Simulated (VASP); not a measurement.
# AlRu: single point with PBEsol

Crystal: AlRu.

```xyz
2
Lattice="3.0310 0.0000 0.0000 0.0000 3.0310 0.0000 0.0000 0.0000 3.0310" Properties=species:S:1:pos:R:3 pbc="T T T"
Ru    1.5155    1.5155    1.5155
Al    0.0000    0.0000    0.0000
```

This cell differs from its parent crystal: volume scaled by 1.04.

```
Program                : VASP 6.6.1
Task                   : single point
Functional             : PBEsol
Potentials or basis    : VASP PAW PBE potentials, release 64 (Ru_pv, Al)
Cutoff                 : 520 eV
k mesh                 : 9 × 9 × 9
Occupations            : fermi-dirac, width 0.05 eV
Spin                   : no spin polarisation
Dipole correction      : no
Further INCAR settings : ALGO = Normal; EDIFF = 1e-06; NBANDS = 16
```

* Pressure: -10.7 GPa

Levels at points of the mesh, in eV from the Fermi level:
```
           k point  band 5  band 6  band 7  band 8  band 9  band 10  band 11  band 12  band 13  band 14
(0.00, 0.00, 0.00)   -3.31   -3.31    0.23    0.23    0.23     5.96     5.96     5.96    10.84    10.84
```

Run time: 5 s on 1 thread of Intel(R) Xeon(R) 6975P-C (Granite Rapids), with other jobs on the host, peak memory 0.14 GiB.

Caveat: the PAW data sets were made with another functional, which shifts forces and pressure a little.
